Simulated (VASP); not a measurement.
# KCl: electric field gradients with PBE

KCl:

```
K Cl
1.0
     0.00000    3.19763    3.19763
     3.19763    0.00000    3.19763
     3.19763    3.19763    0.00000
K Cl
1 1
Direct
  0.00000 0.00000 0.00000
  0.50000 0.50000 0.50000
```

```json
{"Program": "VASP 6.6.1", "Task": "electric field gradients", "Functional": "PBE", "Potentials or basis": "VASP PAW PBE potentials, release 64 (K_sv, Cl)", "Cutoff": "400 eV", "k mesh": "7 × 7 × 7", "Occupations": "fermi-dirac, width 0.03 eV", "Spin": "no spin polarisation", "Dipole correction": "no", "Further INCAR settings": "ALGO = Normal; EDIFF = 1e-08; NBANDS = 15"}
```

```yaml
Pressure: -0.1 GPa
Band_gap_on_the_k_mesh: 5.02 eV
Largest_electric_field_gradient_by_atom: zero within the noise of the run
```

Levels at points of the mesh, in eV from the valence-band top:
```
           k point  band 5  band 6  band 7  band 8  band 9  band 10  band 11  band 12
(0.00, 0.00, 0.00)  -10.78    0.00    0.00    0.00    5.02     8.35     8.35     8.35
```

Wall time 27 s on 1 thread of AMD EPYC 7R13, with other jobs on the host, peak memory 0.13 GiB.

Caveat: an odd mesh through Γ misses points on the zone boundary, where band edges can lie.
